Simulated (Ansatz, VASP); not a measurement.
**LiF in VASP and in Ansatz**

```
CELL_PARAMETERS angstrom
0.00000 1.91330 1.96365
1.91330 0.00000 1.96365
1.91330 1.91330 0.00000
ATOMIC_POSITIONS crystal
Li 0.00000 0.00000 0.00000
F 0.50000 0.50000 0.50000
```

Change from the starting cell: strain -0.050 along x and y, -0.025 along z, atoms carried along.

Alike in both runs: task single point; functional LDA; k mesh 10 × 10 × 10; occupations gaussian, width 0.05 eV; no spin polarisation.

|  | VASP | Ansatz |
| --- | --- | --- |
| version | VASP 6.6.1 | Ansatz 0.2.0 |
| potentials or method | VASP PAW LDA potentials, release 64 (Li_sv, F), cutoff 520 eV | scalar-relativistic, plane waves, PAW |
| valence electrons in the cell | 10 | 10 |

|  | VASP | Ansatz | Ansatz less VASP |
| --- | --- | --- | --- |
| gap on the k mesh at the Fermi level (eV) | 10.03 | 10.04 | +0.007 |
| least direct gap on the mesh (eV) | 10.03 | 10.04 | +0.007 |

LDA's correlation is that of Perdew and Zunger in VASP and of Perdew and Wang (1992) in Ansatz.

Noted on VASP's run: the cutoff is short for stress, so the pressure is rough.
